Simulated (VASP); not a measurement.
# Te2Mo in VASP: further runs, part 2 of 2

VASP 6.6.1. The steps go on from the part before.

### Step 3. Single point, PBE+D3(BJ)

Contents of INCAR:

```
  ALGO = Normal
  DIPOL = 0.5 0.5 0.397
  EDIFF = 1E-6
  ENCUT = 520
  GGA = PE
  IDIPOL = 3
  ISIF = 2
  ISMEAR = 0
  IVDW = 12
  LASPH = T
  LCHARG = F
  LDIPOL = T
  LREAL = F
  LWAVE = F
  NBANDS = 35
  NELM = 80
  PREC = Accurate
  SIGMA = 0.05
```

Contents of KPOINTS:

```
k-points
0
Gamma
  9 9 1
```

Contents of POSCAR:

```
Te2Mo
1.0
    3.5038816881      0.0000000000      0.0000000000
   -1.7519408440      3.0344505538      0.0000000000
    0.0000000000      0.0000000000     24.7677198395
Te Mo
4 2
Direct
    0.3333333333      0.6666666667      0.1816881017
    0.3333333333      0.6666666667      0.3284056818
    0.8333333333      0.6666666667      0.4656811364
    0.8333333333      0.6666666667      0.6123987165
    0.6666666667      0.3333333333      0.2550468917
    1.1666666667      0.3333333333      0.5390399264
```

Potentials or basis: VASP PAW PBE potentials, release 64 (Te, Mo_sv).

Command:

```console
$ cat potpaw_PBE.64/Te/POTCAR potpaw_PBE.64/Mo_sv/POTCAR > POTCAR
$ mpirun -np 1 vasp_std > vasp.out
```

OUTCAR:

```text
EDIFF = 1E-6
   ENCUT = 520
   GGA = PE
   ISIF = 2
   ISMEAR = 0
   IVDW = 12
   LASPH = T
   LREAL = F
   NELM = 80
   PREC = Accurate
 IVDW          = 12

 ion  position               nearest neighbor table
   1  0.333  0.667  0.182-   5 2.72   5 2.72   5 2.72   2 3.63
   2  0.333  0.667  0.328-   5 2.72   5 2.72   5 2.72   1 3.63
   3  0.833  0.667  0.466-   6 2.72   6 2.72   6 2.72   4 3.63
   4  0.833  0.667  0.612-   6 2.72   6 2.72   6 2.72   3 3.63
   5  0.667  0.333  0.255-   1 2.72   1 2.72   1 2.72   2 2.72   2 2.72   2 2.72
   6  0.167  0.333  0.539-   3 2.72   3 2.72   3 2.72   4 2.72   4 2.72   4 2.72

  LATTYP: Found a hexagonal cell.
 ALAT       =     3.5038816881
[... 1129 lines left out ...]
  Total       0.12180    -0.30796    -0.11681    -0.00000     0.00000     0.00000
  in kB       0.74105    -1.87365    -0.71068    -0.00000     0.00000     0.00000
  external pressure =       -0.61 kB  Pullay stress =        0.00 kB

 VOLUME and BASIS-vectors are now :
 -----------------------------------------------------------------------------
  energy-cutoff  :      520.00
  volume of cell :      263.34
      direct lattice vectors                 reciprocal lattice vectors
     3.503881688  0.000000000  0.000000000     0.285397764  0.164774476  0.000000000
    -1.751940844  3.034450554  0.000000000     0.000000000  0.329548952  0.000000000
     0.000000000  0.000000000 24.767719839     0.000000000  0.000000000  0.040375134

 POSITION                                       TOTAL-FORCE (eV/Angst)
 -----------------------------------------------------------------------------------
     -0.00000      2.02297      4.50000        -0.000000     -0.005862      0.003506
     -0.00000      2.02297      8.13386         0.000000      0.003127     -0.006747
      1.75194      2.02297     11.53386         0.000000      0.003127      0.006747
      1.75194      2.02297     15.16772        -0.000000     -0.005862     -0.003506
      1.75194      1.01148      6.31693         0.000000      0.002735      0.006498
      0.00000      1.01148     13.35079         0.000000      0.002735     -0.006498
 -----------------------------------------------------------------------------------
    total drift:                               -0.000001     -0.000690     -0.000069

  FREE ENERGIE OF THE ION-ELECTRON SYSTEM (eV)
  ---------------------------------------------------
  free  energy   TOTEN  =       -38.7653686460 eV

  energy  without entropy=      -38.7653686460  energy(sigma->0) =      -38.76536865

 vacuum level on the upper side and lower side of the slab         7.205         7.205
```

stdout:

```text
POSCAR found type information on POSCAR TeMo
 POSCAR found :  2 types and       6 ions
 scaLAPACK will be used
 LDA part: xc-table for (Slater+PW92), standard interpolation
 POSCAR, INCAR and KPOINTS ok, starting setup
 FFT: planning ... GRIDC
 FFT: planning ... GRID_SOFT
 FFT: planning ... GRID
 WAVECAR not read
 entering main loop
```

Run time: 4.4 min. Hardware: 1 thread of AMD EPYC 9R45 (Zen 5), shared host; peak memory 0.45 GiB.

Results:

| Property | Result |
| --- | --- |
| Free energy | -38.7654 eV |
| Largest force | 0.007 eV/Å |
| Band gap on the k mesh | 1.07 eV (least direct gap 1.16 eV) |
| Dispersion energy per atom | -0.468 eV |

Forces in eV/Å, atoms in the order of the input:
```
Te   0.000 -0.006  0.004
Te   0.000  0.003 -0.007
Te   0.000  0.003  0.007
Te   0.000 -0.006 -0.004
Mo   0.000  0.003  0.006
Mo   0.000  0.003 -0.006
```

Caveat: spin-orbit coupling is left out, which moves the levels of the heavy elements.

### Step 4. Single point, PBE+D3(BJ) (layers slid over each other)

Contents of INCAR:

```
SYSTEM = Te2Mo
ALGO = Normal ; DIPOL = 0.5 0.5 0.392
EDIFF = 1E-6 ; ENCUT = 520
GGA = PE ; IDIPOL = 3
ISIF = 2 ; ISMEAR = 0
IVDW = 12 ; LASPH = .TRUE.
LCHARG = .TRUE. ; LDIPOL = .TRUE.
LELF = .TRUE. ; LREAL = .FALSE.
LVACPOTAV = .TRUE. ; LVHAR = .TRUE.
LWAVE = .FALSE. ; NBANDS = 35
NELM = 80 ; PREC = Accurate
SIGMA = 0.05
```

Contents of KPOINTS:

```
k-points
0
G
  9 9 1
  0 0 0
```

Contents of POSCAR:

```
Te2Mo
1.0
    3.5038816881      0.0000000000      0.0000000000
   -1.7519408440      3.0344505538      0.0000000000
    0.0000000000      0.0000000000     24.7677198395
Te Mo
4 2
Direct
    0.3333333333      0.6666666667      0.1816881017
    0.3333333333      0.6666666667      0.3284056818
    0.8333333333      0.6666666667      0.4547798503
    0.8333333333      0.6666666667      0.6014974304
    0.6666666667      0.3333333333      0.2550468917
    1.1666666667      0.3333333333      0.5281386403
```

Potentials or basis: VASP PAW PBE potentials, release 64 (Te, Mo_sv).

Command:

```console
$ cat potpaw_PBE.64/Te/POTCAR potpaw_PBE.64/Mo_sv/POTCAR > POTCAR
$ mpirun -np 1 vasp_std > vasp.out
```

OUTCAR:

```text
SYSTEM = Te2Mo
   EDIFF = 1E-6
   ENCUT = 520
   GGA = PE
   ISIF = 2
   ISMEAR = 0
   IVDW = 12
   LASPH = .TRUE.
   LREAL = .FALSE.
   NELM = 80
   PREC = Accurate
 IVDW          = 12

 ion  position               nearest neighbor table
   1  0.333  0.667  0.182-   5 2.72   5 2.72   5 2.72   2 3.63
   2  0.333  0.667  0.328-   5 2.72   5 2.72   5 2.72   3 3.59   3 3.59   1 3.63
   3  0.833  0.667  0.455-   6 2.72   6 2.72   6 2.72   2 3.59   2 3.59   4 3.63
   4  0.833  0.667  0.601-   6 2.72   6 2.72   6 2.72   3 3.63
   5  0.667  0.333  0.255-   1 2.72   1 2.72   1 2.72   2 2.72   2 2.72   2 2.72
[... 1131 lines left out ...]
  Total       0.51377    -0.29946     0.56251    -0.00000     0.00000     0.00000
  in kB       3.12582    -1.82191     3.42234    -0.00000     0.00000     0.00000
  external pressure =        1.58 kB  Pullay stress =        0.00 kB

 VOLUME and BASIS-vectors are now :
 -----------------------------------------------------------------------------
  energy-cutoff  :      520.00
  volume of cell :      263.34
      direct lattice vectors                 reciprocal lattice vectors
     3.503881688  0.000000000  0.000000000     0.285397764  0.164774476  0.000000000
    -1.751940844  3.034450554  0.000000000     0.000000000  0.329548952  0.000000000
     0.000000000  0.000000000 24.767719839     0.000000000  0.000000000  0.040375134

 POSITION                                       TOTAL-FORCE (eV/Angst)
 -----------------------------------------------------------------------------------
     -0.00000      2.02297      4.50000        -0.000000     -0.011736      0.008654
     -0.00000      2.02297      8.13386         0.000000      0.003515     -0.198391
      1.75194      2.02297     11.26386         0.000000      0.003515      0.198391
      1.75194      2.02297     14.89772        -0.000000     -0.011736     -0.008654
      1.75194      1.01148      6.31693         0.000000      0.008220     -0.012725
      0.00000      1.01148     13.08079         0.000000      0.008220      0.012725
 -----------------------------------------------------------------------------------
    total drift:                               -0.000001     -0.000599     -0.000037

  FREE ENERGIE OF THE ION-ELECTRON SYSTEM (eV)
  ---------------------------------------------------
  free  energy   TOTEN  =       -38.7417229753 eV

  energy  without entropy=      -38.7417229753  energy(sigma->0) =      -38.74172298

 vacuum level on the upper side and lower side of the slab         7.316         7.316
```

stdout:

```text
POSCAR found type information on POSCAR TeMo
 POSCAR found :  2 types and       6 ions
 scaLAPACK will be used
 LDA part: xc-table for (Slater+PW92), standard interpolation
 POSCAR, INCAR and KPOINTS ok, starting setup
 FFT: planning ... GRIDC
 FFT: planning ... GRID_SOFT
 FFT: planning ... GRID
 WAVECAR not read
 entering main loop
 -----------------------------------------------------------------------------
|                                                                             |
|           W    W    AA    RRRRR   N    N  II  N    N   GGGG   !!!           |
|           W    W   A  A   R    R  NN   N  II  NN   N  G    G  !!!           |
|           W    W  A    A  R    R  N N  N  II  N N  N  G       !!!           |
|           W WW W  AAAAAA  RRRRR   N  N N  II  N  N N  G  GGG   !            |
|           WW  WW  A    A  R   R   N   NN  II  N   NN  G    G                |
|           W    W  A    A  R    R  N    N  II  N    N   GGGG   !!!           |
|                                                                             |
|     Did not find any points to average over, which means that no vacuum     |
|     field-free region was found. Please increase the size of  your cell     |
|     in the dimension of the dipole correction to obtain accurate            |
|     workfunction values.                                                    |
|                                                                             |
 -----------------------------------------------------------------------------
```

Run time: 13 min. Hardware: 1 thread of Intel Xeon 8259CL, shared host; peak memory 0.49 GiB.

Results:

```
Free energy                : -38.7417 eV
Largest force              : 0.198 eV/Å
Band gap on the k mesh     : 0.77 eV (least direct gap 1.15 eV)
Dispersion energy per atom : -0.478 eV
```

Forces in eV/Å, atoms in the order of the input:
```
Te   0.000 -0.012  0.009
Te   0.000  0.004 -0.198
Te   0.000  0.004  0.198
Te   0.000 -0.012 -0.009
Mo   0.000  0.008 -0.013
Mo   0.000  0.008  0.013
```

Caveat: the cell differs from its parent crystal (layers slid over each other); spin-orbit coupling is left out, which moves the levels of the heavy elements.

### Step 5. Summary

| cell | gap on the mesh (eV) | largest force (eV/Å) |
| --- | --- | --- |
| as given, atomic positions A | 1.19 | 0.09 |
| as given, atomic positions B | 1.07 | 0.01 |
| as given, atomic positions C | 0.77 | 0.20 |

Alike in all rows: task single point; level PBE+D3(BJ); potentials or basis VASP PAW PBE potentials, release 64 (Te, Mo_sv); no spin polarisation; k mesh 9 × 9 × 1; cutoff (eV) 520; smearing gaussian 0.05 eV.

Caveats: spin-orbit coupling is left out, which moves the levels of the heavy elements.

Absolute energies hang on the potentials; compare differences alone.
